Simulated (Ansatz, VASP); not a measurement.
## Two plane-wave programs on TiC

```
CELL_PARAMETERS angstrom
0.00000 2.16572 2.16572
2.16572 0.00000 2.16572
2.16572 2.16572 0.00000
ATOMIC_POSITIONS crystal
Ti 0.00000 0.00000 0.00000
C 0.50000 0.50000 0.50000
```

Alike in both runs: task single point; functional b88 exchange, pbe correlation; k mesh 11 × 11 × 11; occupations fermi-dirac, width 0.05 eV; no spin polarisation.

```csv
,VASP,Ansatz
version,VASP 6.6.1,Ansatz 0.2.0
potentials or method,"VASP PAW PBE potentials, release 64 (Ti_sv, C)",Ansatz PAW
plane-wave cutoff (eV),600,420
valence electrons in the cell,16,16
```

Ansatz gave:

| Quantity | Value |
| --- | --- |
| gap on the k mesh at the Fermi level (eV) | none |
| pressure (GPa) | 0.3 |

**Question.** Which values does VASP return?

**Answer.** gap on the k mesh at the Fermi level (eV): none; pressure (GPa): 0.4.

VASP's potentials were made for PBE, not for b88 exchange, pbe correlation. A gap of «none» marks a metal or a gap that the smearing closes.
